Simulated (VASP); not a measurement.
In3GaP4, 8 atoms in the cell. The structure is cubic, space group P-43m (No. 215). The conventional cell has a = 5.846 Å, b = 5.846 Å, c = 5.846 Å, α = 90.00°, β = 90.00°, γ = 90.00°. Within 3.4 Å of In (site symmetry -42m) lie 4 P at 2.57 Å. Within 3.2 Å of Ga (site symmetry -43m) lie 4 P at 2.42 Å. P (site symmetry 3m) has 1 Ga at 2.42 Å and 3 In at 2.57 Å within 3.2 Å. 

```yaml
Program: VASP 6.6.1
Task: single point
Functional: PBE
Potentials_or_basis: VASP PAW PBE potentials, release 64 (In_d, Ga_d, P)
Cutoff: 520 eV
k_mesh: 6 × 6 × 6
Occupations: gaussian, width 0.02 eV
Spin: no spin polarisation
Dipole_correction: no
Further_INCAR_settings: ALGO = Normal; EDIFF = 1e-07; NBANDS = 46
```

Potentials or basis: VASP PAW PBE potentials, release 64 (In_d, Ga_d, P).

Command:

```bash
$ cat potpaw_PBE.64/In_d/POTCAR potpaw_PBE.64/Ga_d/POTCAR potpaw_PBE.64/P/POTCAR > POTCAR
$ mpirun -np 1 vasp_std > vasp.out
```

Hardware: 1 thread of Intel Xeon 8259CL (shared host).

Question: How long does it take, and how much memory?

Answer: It took 7.7 min on 1 thread of Intel Xeon 8259CL, on a shared host, peak memory 0.43 GiB. Counts: scf iterations 16, k points 20.
